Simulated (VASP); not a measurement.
# SnO2 (C222_1) in VASP: further runs

The runs below take SnO2 through single point, with PBE+D3(BJ).

Program: VASP 6.6.1. These are calculated values, not measurements. Logs are shortened: lines on timing, memory, paths and dates and some standing lists are left out, and cuts for length are marked.

## (1) The cell of the first run

It takes space group C222_1 (No. 20, orthorhombic). The conventional cell has a = 3.185 Å, b = 5.516 Å, c = 10.247 Å, α = 90.00°, β = 90.00°, γ = 90.00°. Within 2.8 Å of Sn (site symmetry 2) lie 6 O at 2.09 to 2.10 Å. O (site symmetry 1) has 3 Sn at 2.09 to 2.10 Å and 3 O at 2.73 Å within 2.8 Å.

## (2) Single point, PBE+D3(BJ)

Input file INCAR:

```
PREC = Accurate ; ENCUT = 520
EDIFF = 1E-6 ; ISMEAR = 0
SIGMA = 0.05 ; LREAL = False
LASPH = True ; NELM = 80
ALGO = Normal ; ISIF = 2
LWAVE = False ; LCHARG = True
GGA = PE ; IVDW = 12
LELF = True ; LVHAR = True
NBANDS = 35
```

Input file KPOINTS:

```
Automatic mesh
0
Gamma
  12 12 4
```

Input file POSCAR:

```
SnO2
1.0
    3.1845270180      0.0000000000      0.0000000000
   -1.5922635090      2.7578812966      0.0000000000
    0.0000000000      0.0000000000     10.2472985135
Sn O
2 4
Direct
   -0.1559678954      0.0000000000      0.5000000000
    0.1559678954      0.0000000000      0.0000000000
    0.5087184888      0.3333333333      0.4017901351
    0.8246148446      0.3333333333      0.0982098649
    0.1753851554      0.6666666667      0.5982098649
    0.4912815112      0.6666666667      0.9017901351
```

Potentials or basis: VASP PAW PBE potentials, release 64 (Sn_d, O).

On the command line:

```
$ cat potpaw_PBE.64/Sn_d/POTCAR potpaw_PBE.64/O/POTCAR > POTCAR
$ mpirun -np 1 vasp_std > vasp.out
```

OUTCAR:

```text
PREC = Accurate
   ENCUT = 520
   EDIFF = 1E-6
   ISMEAR = 0
   LREAL = False
   LASPH = True
   NELM = 80
   ISIF = 2
   GGA = PE
   IVDW = 12
 IVDW          = 12

 ion  position               nearest neighbor table
   1  0.844  0.000  0.500-   5 2.09   3 2.09   3 2.10   5 2.10   3 2.10   5 2.10
   2  0.156  0.000  0.000-   4 2.09   6 2.09   6 2.10   4 2.10   6 2.10   4 2.10
   3  0.509  0.333  0.402-   1 2.09   1 2.10   1 2.10
   4  0.825  0.333  0.098-   2 2.09   2 2.10   2 2.10
   5  0.175  0.667  0.598-   1 2.09   1 2.10   1 2.10
   6  0.491  0.667  0.902-   2 2.09   2 2.10   2 2.10

  LATTYP: Found a hexagonal cell.
 ALAT       =     3.1845270180
 C/A-ratio  =     3.2178400295

  Lattice vectors:

 A1 = (   3.1845270180,   0.0000000000,   0.0000000000)
 A2 = (  -1.5922635090,   2.7578812966,   0.0000000000)
 A3 = (   0.0000000000,   0.0000000000,  10.2472985135)

Analysis of symmetry for initial positions (statically):
=====================================================================
 Subroutine PRICEL returns:
 Original cell was already a primitive cell.

 Routine SETGRP: Setting up the symmetry group for a
 hexagonal supercell.

 Subroutine GETGRP returns: Found  4 space group operations
 (whereof  2 operations were pure point group operations)
 out of a pool of 24 trial point group operations.

The static configuration has the point symmetry C_2 .
 The point group associated with its full space group is D_2 .

Analysis of symmetry for dynamics (positions and initial velocities):
=====================================================================
 Subroutine PRICEL returns:
 Original cell was already a primitive cell.

 Routine SETGRP: Setting up the symmetry group for a
 hexagonal supercell.

 Subroutine GETGRP returns: Found  4 space group operations
 (whereof  2 operations were pure point group operations)
 out of a pool of 24 trial point group operations.

The dynamic configuration has the point symmetry C_2 .
 The point group associated with its full space group is D_2 .

 Subroutine INISYM returns: Found  4 space group operations
 (whereof  2 operations are pure point group operations),
 and found     1 'primitive' translations

----------------------------------------------------------------------------------------

                                     Primitive cell

  volume of cell :      89.9974

  direct lattice vectors                    reciprocal lattice vectors
     3.184527018  0.000000000  0.000000000     0.314018375  0.181298593  0.000000000
    -1.592263509  2.757881297  0.000000000     0.000000000  0.362597187  0.000000000
     0.000000000  0.000000000 10.247298514     0.000000000  0.000000000  0.097586696

  length of vectors
     3.184527018  3.184527018 10.247298514     0.362597187  0.362597187  0.097586696

  position of ions in fractional coordinates (direct lattice)
     0.844032105  0.000000000  0.500000000
     0.155967895  0.000000000  0.000000000
     0.508718489  0.333333333  0.401790135
     0.824614845  0.333333333  0.098209865
     0.175385155  0.666666667  0.598209865
     0.491281511  0.666666667  0.901790135

  ion indices of the primitive-cell ions
   primitive index   ion index
                 1           1
                 2           2
                 3           3
                 4           4
                 5           5
                 6           6

----------------------------------------------------------------------------------------

 KPOINTS: Automatic mesh

Automatic generation of k-mesh.
 Grid dimensions read from file:
 generate k-points for:   12   12    4

 Generating k-lattice:

  Cartesian coordinates                     Fractional coordinates (reciprocal lattice)
     0.026168198  0.015108216  0.000000000     0.083333333  0.000000000  0.000000000
     0.000000000  0.030216432  0.000000000     0.000000000  0.083333333  0.000000000
     0.000000000  0.000000000  0.024396674     0.000000000  0.000000000  0.250000000

  Length of vectors
     0.030216432  0.030216432  0.024396674

  Shift w.r.t. Gamma in fractional coordinates (k-lattice)
     0.000000000  0.000000000  0.000000000

 Subroutine IBZKPT returns following result:
 ===========================================

 Found    129 irreducible k-points:

 Following reciprocal coordinates:
            Coordinates               Weight
  0.000000  0.000000  0.000000      1.000000
  0.083333 -0.000000  0.000000      4.000000
  0.000000  0.083333  0.000000      2.000000
  0.166667  0.000000  0.000000      4.000000
  0.000000  0.166667  0.000000      2.000000
  0.250000  0.000000  0.000000      4.000000
[... 16 lines left out ...]
 -0.083333  0.416667  0.000000      4.000000
 -0.416667  0.333333  0.000000      4.000000
 [... further k-points ...]
   k-points           NKPTS =    129   k-points in BZ     NKDIM =    129   number of bands    NBANDS=     35
   number of dos      NEDOS =    301   number of ions     NIONS =      6
   total plane-waves  NPLWV =  46080
   dimension x,y,z NGX =    24 NGY =   24 NGZ =   80
   dimension x,y,z NGXF=    48 NGYF=   48 NGZF=  160
   ions per type =               2   4
   NGX,Y,Z   is equivalent  to a cutoff of  12.53, 12.53, 12.98 a.u.
   NGXF,Y,Z  is equivalent  to a cutoff of  25.06, 25.06, 25.96 a.u.
 SYSTEM =  unknown system
   PREC   = accura    normal or accurate (medium, high low for compatibility)
   ISTART =      0    job   : 0-new  1-cont  2-samecut
   ICHARG =      2    charge: 1-file 2-atom 10-const
   ISPIN  =      1    spin polarized calculation?
   LNONCOLLINEAR =      F non collinear calculations
   LSORBIT =      F    spin-orbit coupling
   LASPH  =      T    aspherical Exc in radial PAW
   ENCUT  =  520.0 eV  38.22 Ry    6.18 a.u.   5.92  5.92 19.05*2*pi/ulx,y,z
   NELM   =     80;   NELMIN=  2; NELMDL= -5     # of ELM steps
   EDIFF  = 0.1E-05   stopping-criterion for ELM
   LREAL  =      F    real-space projection
   EDIFFG = 0.1E-04   stopping-criterion for IOM
   NSW    =      0    number of steps for IOM
   IBRION =     -1    ionic relax: 0-MD 1-quasi-New 2-CG
   NFREE  =      0    steps in history (QN), initial steepest desc. (CG)
   ISIF   =      2    stress and relaxation
   ISYM   =      2    0-nonsym 1-usesym 2-fastsym
   POTIM  = 0.5000    time-step for ionic-motion
   TEBEG  =    0.0;   TEEND  =   0.0 temperature during run
   PSTRESS=    0.0 pullay stress
   NELECT =      52.0000    total number of electrons
   NUPDOWN=      -1.0000    fix difference up-down
   EMIN   =  10.00;   EMAX   =-10.00  energy-range for DOS
   EFERMI =   0.00;   METHOD = LEGACY
   ISMEAR =     0;   SIGMA  =   0.05  broadening in eV -4-tet -1-fermi 0-gaus
   EFERMI_NEDOS =   21; number of points for ismear=-14 and -15
   IALGO  =     38    algorithm
   IMIX   =      4    mixing-type and parameters
     AMIX     =   0.40;   BMIX     =  1.00
     AMIX_MAG =   1.60;   BMIX_MAG =  1.00
  volume/ion in A,a.u.               =      15.00       101.22
  Fermi-wavevector in a.u.,A,eV,Ry     =   1.363534  2.576706 25.296292  1.859225
  Thomas-Fermi vector in A             =   2.489929
   LORBIT       =      0    0 simple, 1 ext, 2 COOP (PROOUT), +10 PAW based schemes
   GGA     = PE    functional components
   LHFCALC =     F    Hartree Fock is set to
   AEXX    =    0.0000 exact exchange contribution
   IVDW    =    12    specifies the selected vdW correction
   LEPSILON=     F    determine dielectric tensor
   LRPA    =     F    only Hartree local field effects (RPA)
 non-spin polarized calculation
 Gauss-broadening in eV      SIGMA  =   0.05
  energy-cutoff  :      520.00
  volume of cell :       90.00
 maximum number of plane-waves:      2445
   NGX = 11   NGY = 11   NGZ = 39

 number of electron      52.0000001 magnetization

 Free energy of the ion-electron system (eV)
  ---------------------------------------------------
  ext. energy  EPLUGINS =         0.00000000
  ---------------------------------------------------
  free energy    TOTEN  =       -36.28805216 eV

  energy without entropy =      -36.28805216  energy(sigma->0) =      -36.28805216

 E-fermi :   3.0571     XC(G=0):  -9.6573

 val. band max:        2.8550537567   @ k =  -0.1667   0.4167   0.0000
 cond. band min:       5.1635835232   @ k =   0.0000   0.0000   0.0000
 fundamental gap:      2.3085297665
 Fermi energy:         3.0570627561

 k-point     1 :       0.0000    0.0000    0.0000
  band No.  band energies     occupation
      1     -17.1768      2.00000
      2     -17.1754      2.00000
      3     -16.9055      2.00000
      4     -16.9054      2.00000
      5     -16.9052      2.00000
      6     -16.9052      2.00000
[... 27 lines left out ...]
     34      14.3844      0.00000
     35      14.4055      0.00000

 k-point     2 :       0.0833   -0.0000    0.0000
  band No.  band energies     occupation
      1     -17.1439      2.00000
      2     -17.1426      2.00000
      3     -16.9696      2.00000
      4     -16.9689      2.00000
      5     -16.8885      2.00000
      6     -16.8885      2.00000
[... 27 lines left out ...]
     34      14.4963      0.00000
     35      14.5287      0.00000

 k-point     3 :       0.0000    0.0833    0.0000
  band No.  band energies     occupation
      1     -17.1439      2.00000
      2     -17.1427      2.00000
      3     -16.9699      2.00000
      4     -16.9691      2.00000
      5     -16.8882      2.00000
      6     -16.8882      2.00000
[... 27 lines left out ...]
     34      14.4844      0.00000
     35      14.5202      0.00000
[... 723 lines left out ...]
 k-point    23 :      -0.0833    0.4167    0.0000
  band No.  band energies     occupation
      1     -17.6743      2.00000
      2     -17.6701      2.00000
      3     -16.8806      2.00000
      4     -16.8800      2.00000
      5     -16.8199      2.00000
      6     -16.8195      2.00000
[... 27 lines left out ...]
     34      14.9706      0.00000
     35      15.0174      0.00000

 k-point    24 :      -0.4167    0.3333    0.0000
  band No.  band energies     occupation
      1     -17.6735      2.00000
      2     -17.6703      2.00000
      3     -16.8808      2.00000
      4     -16.8803      2.00000
      5     -16.8203      2.00000
      6     -16.8200      2.00000
[... 27 lines left out ...]
     34      14.9510      0.00000
     35      14.9886      0.00000

 [... further k-points ...]

------------------------ aborting loop because EDIFF is reached ----------------------------------------

 Edisp (eV)   -1.01455

 E8    (eV) :    -0.3974

  FORCE on cell =-STRESS in cart. coord.  units (eV):
  Direction    XX          YY          ZZ          XY          YZ          ZX
  --------------------------------------------------------------------------------------
  -------------------------------------------------------------------------------------
  Total       3.08740     2.92531     0.78408     0.00000     0.00000     0.00000
  in kB      54.96336    52.07783    13.95850     0.00000     0.00000     0.00000
  external pressure =       40.33 kB  Pullay stress =        0.00 kB

 VOLUME and BASIS-vectors are now :
 -----------------------------------------------------------------------------
  energy-cutoff  :      520.00
  volume of cell :       90.00
      direct lattice vectors                 reciprocal lattice vectors
     3.184527018  0.000000000  0.000000000     0.314018375  0.181298593  0.000000000
    -1.592263509  2.757881297  0.000000000     0.000000000  0.362597187  0.000000000
     0.000000000  0.000000000 10.247298514     0.000000000  0.000000000  0.097586696

 POSITION                                       TOTAL-FORCE (eV/Angst)
 -----------------------------------------------------------------------------------
      2.68784      0.00000      5.12365        -0.106419      0.000000      0.000000
      0.49668      0.00000      0.00000         0.106419      0.000000      0.000000
      1.08927      0.91929      4.11726         0.022557     -0.005843     -0.380079
      2.09525      0.91929      1.00639        -0.022557     -0.005843      0.380079
     -0.50299      1.83859      6.13004         0.022557      0.005843      0.380079
      0.50299      1.83859      9.24091        -0.022557      0.005843     -0.380079
 -----------------------------------------------------------------------------------
    total drift:                               -0.000000      0.000000     -0.000000

  FREE ENERGIE OF THE ION-ELECTRON SYSTEM (eV)
  ---------------------------------------------------
  free  energy   TOTEN  =       -37.3026038757 eV

  energy  without entropy=      -37.3026038757  energy(sigma->0) =      -37.30260388
```

Wall time 2.3 min (1 thread of Intel Xeon 6975P-C (Granite Rapids), shared host); peak memory 0.43 GiB.

Results:

| Property | Result |
| --- | --- |
| Free energy | -37.3026 eV |
| Pressure | 4.0 GPa |
| Largest force | 0.381 eV/Å |
| Band gap on the k mesh | 2.31 eV, indirect (least direct gap 2.67 eV) |
| Dispersion energy per atom | -0.169 eV |

Forces on the atoms (eV/Å):
```
Sn  -0.106  0.000  0.000
Sn   0.106  0.000  0.000
O    0.023 -0.006 -0.380
O   -0.023 -0.006  0.380
O    0.023  0.006  0.380
O   -0.023  0.006 -0.380
```

Levels at points of the mesh, in eV from the valence-band top:
| k point | band 24 | band 25 | band 26 | band 27 | band 28 | band 29 |
| --- | --- | --- | --- | --- | --- | --- |
| (0.00, 0.00, 0.00) | -0.84 | -0.84 | -0.36 | 2.31 | 3.22 | 5.70 |
| (0.50, 0.00, 0.00) | -0.49 | -0.42 | -0.12 | 5.51 | 5.61 | 7.27 |
| (0.00, 0.50, 0.00) | -0.52 | -0.49 | -0.04 | 5.50 | 5.64 | 7.16 |
| (0.00, 0.00, 0.50) | -0.85 | -0.78 | -0.78 | 2.78 | 2.78 | 5.87 |
| (0.50, 0.00, 0.50) | -0.51 | -0.27 | -0.27 | 5.57 | 5.57 | 7.46 |
| (0.00, 0.50, 0.50) | -0.51 | -0.25 | -0.25 | 5.57 | 5.57 | 7.50 |

Caveat: spin-orbit coupling is left out, which moves the levels of the heavy elements. A k mesh can miss the band edges.

## (3) Single point, PBE+D3(BJ)

This run uses another cell than the first one, of 15.38 Å³/atom, 1.025 times its volume.

Input file INCAR:

```
SYSTEM = SnO2
ALGO = Normal ; EDIFF = 1E-6
ENCUT = 520 ; GGA = PE
ISIF = 2 ; ISMEAR = 0
IVDW = 12 ; LASPH = .True.
LCHARG = .True. ; LELF = .True.
LREAL = .False. ; LVHAR = .True.
LWAVE = .False. ; NBANDS = 35
NELM = 80 ; PREC = Accurate
SIGMA = 0.05
```

Input file KPOINTS:

```
k-points
0
Gamma
  12 12 4
  0 0 0
```

Input file POSCAR:

```
SnO2
1.0
    3.2111798104      0.0000000000      0.0000000000
   -1.6055899052      2.7809632919      0.0000000000
    0.0000000000      0.0000000000     10.3330629359
Sn O
2 4
Direct
   -0.1169759215      0.0000000000      0.5000000000
    0.1169759215      0.0000000000      0.0000000000
    0.5482055332      0.3333333333      0.4017901351
    0.7851278001      0.3333333333      0.0982098649
    0.2148721999      0.6666666667      0.5982098649
    0.4517944668      0.6666666667      0.9017901351
```

Potentials or basis: VASP PAW PBE potentials, release 64 (Sn_d, O).

On the command line:

```
$ cat potpaw_PBE.64/Sn_d/POTCAR potpaw_PBE.64/O/POTCAR > POTCAR
$ mpirun -np 1 vasp_std > vasp.out
```

Run time: 2.2 min. Hardware: 1 thread of Intel Xeon 6975P-C (Granite Rapids), shared host; peak memory 0.44 GiB.

It converged, with:

```
Free energy                : -37.3209 eV
Pressure                   : 0.4 GPa
Largest force              : 0.077 eV/Å
Band gap on the k mesh     : 2.12 eV, indirect (least direct gap 2.46 eV)
Dispersion energy per atom : -0.165 eV
```

Forces in eV/Å, atoms in the order of the input:
```
Sn  -0.073  0.000  0.000
Sn   0.073  0.000  0.000
O    0.005 -0.004 -0.077
O   -0.005 -0.004  0.077
O    0.005  0.004  0.077
O   -0.005  0.004 -0.077
```

Stress tensor (GPa, compression positive):
```
 0.95  0.00  0.00
 0.00  0.78  0.00
 0.00  0.00 -0.40
```

Levels at points of the mesh, in eV from the valence-band top:
```
           k point  band 22  band 23  band 24  band 25  band 26  band 27  band 28  band 29  band 30  band 31
(0.00, 0.00, 0.00)    -0.90    -0.89    -0.88    -0.87    -0.34     2.12     3.00     5.50     5.85    10.65
(0.50, 0.00, 0.00)    -1.21    -0.57    -0.53    -0.49    -0.10     5.23     5.35     7.03     7.56    10.09
(0.00, 0.50, 0.00)    -1.18    -0.55    -0.55    -0.54    -0.06     5.22     5.37     6.98     7.67     9.99
(0.00, 0.00, 0.50)    -0.88    -0.88    -0.88    -0.76    -0.76     2.58     2.58     5.69     5.69    10.75
(0.50, 0.00, 0.50)    -1.37    -0.55    -0.55    -0.28    -0.28     5.29     5.29     7.28     7.28    10.30
(0.00, 0.50, 0.50)    -1.38    -0.55    -0.55    -0.27    -0.27     5.29     5.29     7.31     7.31    10.18
```

Caveat: spin-orbit coupling is left out, which moves the levels of the heavy elements. A k mesh can miss the band edges.

(Continued in part 2 of 2.)
